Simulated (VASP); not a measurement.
Write the native input for VASP 6.6.1 that does the following.

```yaml
Task: single point
Functional: PBE
Potentials_or_basis: VASP PAW PBE potentials, release 64 (B, As)
Cutoff: 520 eV
k_mesh: 6 × 6 × 6
Occupations: gaussian, width 0.01 eV
Spin: no spin polarisation
Dipole_correction: no
Further_INCAR_settings: ALGO = Normal; EDIFF = 1e-07; NBANDS = 11
```

The structure of BAs lies in POSCAR:

```
BAs
1.0
    0.0000000000      2.3918699057      2.3918699057
    2.3918699057      0.0000000000      2.3918699057
    2.3918699057      2.3918699057      0.0000000000
B As
1 1
Direct
    0.0000000000      0.0000000000      0.0000000000
    0.2500000000      0.2500000000      0.2500000000
```

The input as run:

INCAR

```
  ALGO = Normal
  EDIFF = 1E-7
  ENCUT = 520
  GGA = PE
  ISIF = 2
  ISMEAR = 0
  LASPH = T
  LCHARG = T
  LELF = T
  LREAL = F
  LVHAR = T
  LWAVE = F
  NBANDS = 11
  NELM = 60
  PREC = Accurate
  SIGMA = 0.01
```

KPOINTS

```
k-points
0
Gamma
  6 6 6
```

Potentials or basis: VASP PAW PBE potentials, release 64 (B, As).

Run with:

```sh
$ cat potpaw_PBE.64/B/POTCAR potpaw_PBE.64/As/POTCAR > POTCAR
$ mpirun -np 1 vasp_std > vasp.out
```

Results of the run:

The pressure is 2.9 GPa. The band gap on the k mesh is 1.28 eV, indirect (least direct gap 3.27 eV).

It took 8.7 s on 1 thread of Intel Xeon 6975P-C (shared host), peak memory 0.15 GiB.
